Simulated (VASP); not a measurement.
## BiN: single point with PBE

BiN:

```
Bi N
1.0
     0.00000    2.72425    2.72425
     2.72425    0.00000    2.72425
     2.72425    2.72425    0.00000
Bi N
1 1
Cartesian
  0.0000 0.0000 0.0000
  1.3621 1.3621 1.3621
```

This cell differs from its parent crystal: volume scaled by 0.945.

```json
{"Program": "VASP 6.6.1", "Task": "single point", "Functional": "PBE", "Potentials or basis": "VASP PAW PBE potentials, release 64 (Bi_d, N)", "Cutoff": "520 eV", "k mesh": "10 × 10 × 10", "Occupations": "gaussian, width 0.05 eV", "Spin": "no spin polarisation"}
```

| Property | Result |
| --- | --- |
| Pressure | 5.3 GPa |
| Band gap on the k mesh | zero (band 10 reaches 7.24 eV, above the bottom of band 11 at 6.60 eV) |

Levels at points of the mesh, in eV from the Fermi level:
```csv
k point,band 6,band 7,band 8,band 9,band 10,band 11,band 12,band 13,band 14,band 15
"(0.00, 0.00, 0.00)",-16.25,-7.01,-2.19,-2.19,-2.19,3.11,3.11,3.11,6.47,10.98
"(0.50, 0.00, 0.00)",-14.52,-10.28,-3.05,-3.05,-2.98,2.97,3.84,3.84,7.60,11.01
"(0.50, 0.50, 0.00)",-13.72,-10.92,-4.32,-4.32,-0.89,-0.33,5.71,5.71,5.90,10.79
```

It took 55 s on 1 thread of Intel(R) Xeon(R) Platinum 8488C (Sapphire Rapids), with other jobs on the host, peak memory 0.18 GiB.

Caveat: spin-orbit coupling is left out, which moves the levels of the heavy elements.
